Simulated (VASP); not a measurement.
# LaYH6 in VASP: single point with PBEsol

Aim: the single point of LaYH6 with PBEsol.

All numbers are computed with VASP 6.6.1; they aren't measurements. Logs are shortened: lines on timing, memory, paths and dates and some standing lists are left out, and cuts for length are marked.

## Step 1: The cell of the first run

The typed cell holds 8 atoms: a = 3.375 Å, b = 3.376 Å, c = 6.789 Å, α = 90.01°, β = 90.00°, γ = 90.01°.

## Step 2: Single point, PBEsol

INCAR

```
SYSTEM = LaYH6
PREC = Accurate
ENCUT = 520
EDIFF = 1E-6
ISMEAR = -1
SIGMA = 0.05
LREAL = .FALSE.
LASPH = .TRUE.
NELM = 80
ALGO = Normal
ISIF = 2
LWAVE = .FALSE.
LCHARG = .FALSE.
GGA = PS
NBANDS = 24
```

KPOINTS

```
Automatic mesh
0
G
  6 6 4
  0 0 0
```

POSCAR

```
LaYH6
1.0
    3.3753060070     -0.0001855986      0.0001334920
   -0.0001865401      3.3756062054     -0.0002166334
    0.0002713174     -0.0004381727      6.7894633377
La Y H
1 1 6
Direct
    0.0032535866      0.0062222796     -0.0057559274
    0.0032382853      0.0062231857      0.4942438276
    0.5032537721      0.5062258253     -0.0057566749
    0.5032670518      0.5062225269      0.4942431454
    0.5032539200      0.0062107732      0.2573425177
    0.5032584299      0.0062352536      0.7311446283
    0.0032568451      0.5062260823      0.2573388532
    0.0032429400      0.5062257493      0.7311498874
```

Potentials or basis: VASP PAW PBE potentials, release 64 (La, Y_sv, H).

Started as:

```bash
$ cat potpaw_PBE.64/La/POTCAR potpaw_PBE.64/Y_sv/POTCAR potpaw_PBE.64/H/POTCAR > POTCAR
$ mpirun -np 1 vasp_std > vasp.out
```

OUTCAR:

```text
SYSTEM = LaYH6
   PREC = Accurate
   ENCUT = 520
   EDIFF = 1E-6
   ISMEAR = -1
   LREAL = .FALSE.
   LASPH = .TRUE.
   NELM = 80
   ISIF = 2
   GGA = PS

 ion  position               nearest neighbor table
   1  0.003  0.006  0.994-   2 3.39   2 3.39
   2  0.003  0.006  0.494-   6 2.33   5 2.33   7 2.33   8 2.33   5 2.33   6 2.33   8 2.33   7 2.33
                             4 2.39   4 2.39   4 2.39   4 2.39   1 3.39   1 3.39
   3  0.503  0.506  0.994-
   4  0.503  0.506  0.494-   2 2.39   2 2.39   2 2.39   2 2.39
   5  0.503  0.006  0.257-   2 2.33   2 2.33
   6  0.503  0.006  0.731-   2 2.33   2 2.33
   7  0.003  0.506  0.257-   2 2.33   2 2.33
   8  0.003  0.506  0.731-   2 2.33   2 2.33

  LATTYP: Found a triclinic cell.
 ALAT       =     3.3756062175
 B/A-ratio  =     2.8362685224
 C/A-ratio  =     0.9999110670
 COS(alpha) =     0.0000213560
 COS(beta)  =     0.0001102509
 COS(gamma) =     0.7050605733

  Lattice vectors:

 A1 = (   0.0001865401,  -3.3756062054,   0.0002166334)
 A2 = (   0.0001017628,  -6.7507742381,  -6.7890300709)
 A3 = (   3.3753060070,  -0.0001855986,   0.0001334920)

Analysis of symmetry for initial positions (statically):
=====================================================================
 Subroutine PRICEL returns:
 Original cell was already a primitive cell.

 Routine SETGRP: Setting up the symmetry group for a
 triclinic supercell.

 Subroutine GETGRP returns: Found  1 space group operations
 (whereof  1 operations were pure point group operations)
 out of a pool of  2 trial point group operations.

The static configuration has the point symmetry C_1 .

Analysis of symmetry for dynamics (positions and initial velocities):
=====================================================================
 Subroutine PRICEL returns:
 Original cell was already a primitive cell.

 Routine SETGRP: Setting up the symmetry group for a
 triclinic supercell.

 Subroutine GETGRP returns: Found  1 space group operations
 (whereof  1 operations were pure point group operations)
 out of a pool of  2 trial point group operations.

The dynamic configuration has the point symmetry C_1 .

 Subroutine INISYM returns: Found  1 space group operations
 (whereof  1 operations are pure point group operations),
 and found     1 'primitive' translations

----------------------------------------------------------------------------------------

                                     Primitive cell

  volume of cell :      77.3571

  direct lattice vectors                    reciprocal lattice vectors
     3.375306007 -0.000185599  0.000133492     0.296269435  0.000016371 -0.000011838
    -0.000186540  3.375606205 -0.000216633     0.000016289  0.296243088  0.000019118
     0.000271317 -0.000438173  6.789463338    -0.000005825  0.000009452  0.147287047

  length of vectors
     3.375306015  3.375606218  6.789463357     0.296269436  0.296243089  0.147287047

  position of ions in fractional coordinates (direct lattice)
     0.003253587  0.006222280  0.994244073
     0.003238285  0.006223186  0.494243828
     0.503253772  0.506225825  0.994243325
     0.503267052  0.506222527  0.494243145
     0.503253920  0.006210773  0.257342518
     0.503258430  0.006235254  0.731144628
     0.003256845  0.506226082  0.257338853
     0.003242940  0.506225749  0.731149887

  ion indices of the primitive-cell ions
   primitive index   ion index
                 1           1
                 2           2
                 3           3
                 4           4
                 5           5
                 6           6
                 7           7
                 8           8

----------------------------------------------------------------------------------------

 KPOINTS: Automatic mesh

Automatic generation of k-mesh.
 Grid dimensions read from file:
 generate k-points for:    6    6    4

 Generating k-lattice:

  Cartesian coordinates                     Fractional coordinates (reciprocal lattice)
     0.049378239  0.000002729 -0.000001973     0.166666667  0.000000000  0.000000000
     0.000002715  0.049373848  0.000003186    -0.000000000  0.166666667  0.000000000
    -0.000001456  0.000002363  0.036821762     0.000000000  0.000000000  0.250000000

  Length of vectors
     0.049378239  0.049373848  0.036821762

  Shift w.r.t. Gamma in fractional coordinates (k-lattice)
     0.000000000  0.000000000  0.000000000

 Subroutine IBZKPT returns following result:
 ===========================================

 Found     76 irreducible k-points:

 Following reciprocal coordinates:
            Coordinates               Weight
  0.000000  0.000000  0.000000      1.000000
  0.166667 -0.000000  0.000000      2.000000
  0.333333 -0.000000 -0.000000      2.000000
  0.500000 -0.000000  0.000000      1.000000
  0.000000  0.166667  0.000000      2.000000
  0.166667  0.166667  0.000000      2.000000
[... 16 lines left out ...]
  0.333333 -0.000000  0.250000      2.000000
  0.500000 -0.000000  0.250000      2.000000
 [... further k-points ...]
   k-points           NKPTS =     76   k-points in BZ     NKDIM =     76   number of bands    NBANDS=     24
   number of dos      NEDOS =    301   number of ions     NIONS =      8
   total plane-waves  NPLWV =  39200
   dimension x,y,z NGX =    28 NGY =   28 NGZ =   50
   dimension x,y,z NGXF=    56 NGYF=   56 NGZF=  100
   ions per type =               1   1   6
   NGX,Y,Z   is equivalent  to a cutoff of  13.79, 13.79, 12.24 a.u.
   NGXF,Y,Z  is equivalent  to a cutoff of  27.58, 27.58, 24.49 a.u.
 SYSTEM =  LaYH6
   PREC   = accura    normal or accurate (medium, high low for compatibility)
   ISTART =      0    job   : 0-new  1-cont  2-samecut
   ICHARG =      2    charge: 1-file 2-atom 10-const
   ISPIN  =      1    spin polarized calculation?
   LNONCOLLINEAR =      F non collinear calculations
   LSORBIT =      F    spin-orbit coupling
   LASPH  =      T    aspherical Exc in radial PAW
   ENCUT  =  520.0 eV  38.22 Ry    6.18 a.u.   6.28  6.28 12.62*2*pi/ulx,y,z
   NELM   =     80;   NELMIN=  2; NELMDL= -5     # of ELM steps
   EDIFF  = 0.1E-05   stopping-criterion for ELM
   LREAL  =      F    real-space projection
   EDIFFG = 0.1E-04   stopping-criterion for IOM
   NSW    =      0    number of steps for IOM
   IBRION =     -1    ionic relax: 0-MD 1-quasi-New 2-CG
   NFREE  =      0    steps in history (QN), initial steepest desc. (CG)
   ISIF   =      2    stress and relaxation
   ISYM   =      2    0-nonsym 1-usesym 2-fastsym
   POTIM  = 0.5000    time-step for ionic-motion
   TEBEG  =    0.0;   TEEND  =   0.0 temperature during run
   PSTRESS=    0.0 pullay stress
   NELECT =      28.0000    total number of electrons
   NUPDOWN=      -1.0000    fix difference up-down
   EMIN   =  10.00;   EMAX   =-10.00  energy-range for DOS
   EFERMI =   0.00;   METHOD = LEGACY
   ISMEAR =    -1;   SIGMA  =   0.05  broadening in eV -4-tet -1-fermi 0-gaus
   EFERMI_NEDOS =   21; number of points for ismear=-14 and -15
   IALGO  =     38    algorithm
   IMIX   =      4    mixing-type and parameters
     AMIX     =   0.40;   BMIX     =  1.00
     AMIX_MAG =   1.60;   BMIX_MAG =  1.00
  volume/ion in A,a.u.               =       9.67        65.25
  Fermi-wavevector in a.u.,A,eV,Ry     =   1.166704  2.204751 18.520229  1.361198
  Thomas-Fermi vector in A             =   2.303214
   LORBIT       =      0    0 simple, 1 ext, 2 COOP (PROOUT), +10 PAW based schemes
   GGA     = PS    functional components
   LHFCALC =     F    Hartree Fock is set to
   AEXX    =    0.0000 exact exchange contribution
   IVDW    =     0    specifies the selected vdW correction
   LEPSILON=     F    determine dielectric tensor
   LRPA    =     F    only Hartree local field effects (RPA)
 non-spin polarized calculation
  energy-cutoff  :      520.00
  volume of cell :       77.36
 maximum number of plane-waves:      2120
 NGX is ok and might be reduce to    28
   NGX = 13   NGY = 13   NGZ = 25

 number of electron      28.0000000 magnetization

 Free energy of the ion-electron system (eV)
  ---------------------------------------------------
  ext. energy  EPLUGINS =         0.00000000
  ---------------------------------------------------
  free energy    TOTEN  =       -35.49978927 eV

  energy without entropy =      -35.49753045  energy(sigma->0) =      -35.49865986

 E-fermi :   4.9322     XC(G=0): -10.3922

 val. band max:        4.9263222013   @ k =   0.0000   0.5000   0.0000
 cond. band min:       4.9469248689   @ k =   0.0000   0.5000   0.0000
 fundamental gap:      0.0206026676
 Fermi energy:         4.9321686053

 k-point     1 :       0.0000    0.0000    0.0000
  band No.  band energies     occupation
      1     -37.2625      2.00000
      2     -27.4229      2.00000
      3     -17.4429      2.00000
      4     -17.0078      2.00000
      5     -17.0076      2.00000
      6     -11.3415      2.00000
[... 16 lines left out ...]
     23       7.9553      0.00000
     24       8.4186      0.00000

 k-point     2 :       0.1667   -0.0000    0.0000
  band No.  band energies     occupation
      1     -37.2504      2.00000
      2     -27.3684      2.00000
      3     -17.4204      2.00000
      4     -17.1620      2.00000
      5     -16.9950      2.00000
      6     -11.2667      2.00000
[... 16 lines left out ...]
     23       7.9693      0.00000
     24       9.4475      0.00000

 k-point     3 :       0.3333   -0.0000   -0.0000
  band No.  band energies     occupation
      1     -37.2261      2.00000
      2     -27.2562      2.00000
      3     -17.4568      2.00000
      4     -17.3748      2.00000
      5     -16.9694      2.00000
      6     -11.8478      2.00000
[... 16 lines left out ...]
     23       8.1250      0.00000
     24       8.3021      0.00000
[... 514 lines left out ...]
 k-point    23 :       0.3333   -0.0000    0.2500
  band No.  band energies     occupation
      1     -37.2261      2.00000
      2     -27.2569      2.00000
      3     -17.4566      2.00000
      4     -17.3618      2.00000
      5     -16.9693      2.00000
      6     -11.8497      2.00000
[... 16 lines left out ...]
     23       8.2817      0.00000
     24       8.3181      0.00000

 k-point    24 :       0.5000   -0.0000    0.2500
  band No.  band energies     occupation
      1     -37.2139      2.00000
      2     -27.1990      2.00000
      3     -17.5976      2.00000
      4     -17.3395      2.00000
      5     -16.9564      2.00000
      6     -12.2764      2.00000
[... 16 lines left out ...]
     23       8.1176      0.00000
     24       8.1431      0.00000

 [... further k-points ...]

------------------------ aborting loop because EDIFF is reached ----------------------------------------

  FORCE on cell =-STRESS in cart. coord.  units (eV):
  Direction    XX          YY          ZZ          XY          YZ          ZX
  --------------------------------------------------------------------------------------
  -------------------------------------------------------------------------------------
  Total       -0.0608298     -0.0690703     -0.0845301      0.0035166      0.0038124     -0.0023389
  in kB       -1.2598733     -1.4305458     -1.7507392      0.0728335      0.0789597     -0.0484413
  external PRESSURE =      -1.4803861 kB  Pullay stress =       0.0000000 kB

 VOLUME and BASIS-vectors are now :
 -----------------------------------------------------------------------------
  energy-cutoff  :      520.00
  volume of cell :       77.36
      direct lattice vectors                 reciprocal lattice vectors
     3.375306007 -0.000185599  0.000133492     0.296269435  0.000016371 -0.000011838
    -0.000186540  3.375606205 -0.000216633     0.000016289  0.296243088  0.000019118
     0.000271317 -0.000438173  6.789463338    -0.000005825  0.000009452  0.147287047

 POSITION                                       TOTAL-FORCE (eV/Angst)
 -----------------------------------------------------------------------------------
      0.01125      0.02057      6.75038        -0.000069     -0.000039     -0.000154
      0.01106      0.02079      3.35565         0.000091      0.000000      0.000051
      1.69881      1.70829      6.75034         0.000017     -0.000009      0.000042
      1.69872      1.70850      3.35560        -0.000054      0.000027      0.000044
      1.69870      0.02076      1.74728        -0.000006      0.000037      0.000665
      1.69885      0.02063      4.96415        -0.000015     -0.000008     -0.000642
      0.01097      1.70871      1.74708         0.000006      0.000028      0.000688
      0.01105      1.70850      4.96401         0.000030     -0.000037     -0.000694
 -----------------------------------------------------------------------------------
    total drift:                                0.000008     -0.000027     -0.000127

  FREE ENERGIE OF THE ION-ELECTRON SYSTEM (eV)
  ---------------------------------------------------
  free  energy   TOTEN  =       -35.4997892739 eV

  energy  without entropy=      -35.4975304461  energy(sigma->0) =      -35.49865986
```

It took 1.9 min on 1 thread of Intel Xeon Platinum 8488C (Sapphire Rapids), shared host; peak memory 0.33 GiB.

Results:

| Quantity | Value |
| --- | --- |
| Free energy | -35.4998 eV |
| Pressure | -0.1 GPa |
| Band gap on the k mesh | 0.02 eV |

Levels at points of the mesh, in eV from the valence-band top:
| k point | band 10 | band 11 | band 12 | band 13 | band 14 | band 15 | band 16 | band 17 | band 18 | band 19 |
| --- | --- | --- | --- | --- | --- | --- | --- | --- | --- | --- |
| (0.00, 0.00, 0.00) | -4.60 | -3.76 | -2.70 | -2.63 | -0.21 | 0.14 | 2.42 | 2.59 | 2.59 | 2.65 |
| (0.50, 0.00, 0.00) | -4.61 | -4.03 | -1.79 | -1.78 | 0.00 | 0.02 | 0.48 | 2.49 | 2.52 | 2.57 |
| (0.00, 0.50, 0.00) | -4.61 | -4.03 | -1.79 | -1.78 | 0.00 | 0.02 | 0.48 | 2.49 | 2.52 | 2.57 |
| (0.50, 0.50, 0.00) | -4.27 | -4.27 | -4.10 | -1.95 | -1.95 | 0.25 | 1.96 | 2.62 | 2.62 | 2.92 |
| (0.00, 0.00, 0.50) | -6.13 | -3.36 | -2.01 | -2.00 | -1.80 | 1.99 | 2.15 | 2.55 | 2.55 | 2.70 |
| (0.50, 0.00, 0.50) | -3.93 | -3.54 | -3.32 | -1.72 | -1.32 | 0.56 | 1.30 | 2.27 | 2.49 | 2.70 |
| (0.00, 0.50, 0.50) | -3.93 | -3.54 | -3.32 | -1.72 | -1.32 | 0.56 | 1.30 | 2.27 | 2.49 | 2.70 |
| (0.50, 0.50, 0.50) | -4.28 | -3.50 | -3.50 | -3.10 | -3.10 | 2.00 | 2.22 | 2.54 | 2.62 | 2.62 |

Caveat: the PAW data sets were made with another functional, which shifts forces and pressure a little; spin-orbit coupling is left out, which moves the levels of the heavy elements.
